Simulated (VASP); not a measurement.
A run of VASP 6.6.1 is set up as follows.

Contents of INCAR:

```
PREC = Accurate
ENCUT = 500
EDIFF = 1E-6
ISMEAR = 0
SIGMA = 0.1
LREAL = F
LASPH = T
NELM = 120
ALGO = Normal
ISIF = 2
LWAVE = F
LCHARG = T
GGA = PE
LELF = T
LVHAR = T
NBANDS = 15
GGA_COMPAT = F
```

The input KPOINTS:

```
regular mesh
0
Gamma
  1 1 1
```

POSCAR

```
RbBr
1.0
    4.1260773000      0.0000000000      0.0000000000
    0.0000000000      4.1260773000      0.0000000000
    0.0000000000      0.0000000000      4.1260773000
Rb Br
1 1
Direct
    0.0000000000      0.0000000000      0.0000000000
    0.5000000000      0.5000000000      0.5000000000
```

Potentials or basis: VASP PAW PBE potentials, release 64 (Rb_sv, Br).

Run with:

```sh
$ cat potpaw_PBE.64/Rb_sv/POTCAR potpaw_PBE.64/Br/POTCAR > POTCAR
$ mpirun -np 1 vasp_gam > vasp.out
```

Task: Predict the pressure.

Result: 17.9 GPa.

Task: Predict the band gap on the k mesh.

Result: 3.66 eV.

Caveat: the k points lie up to 1.52 Å⁻¹ apart. A k mesh can miss the band edges.
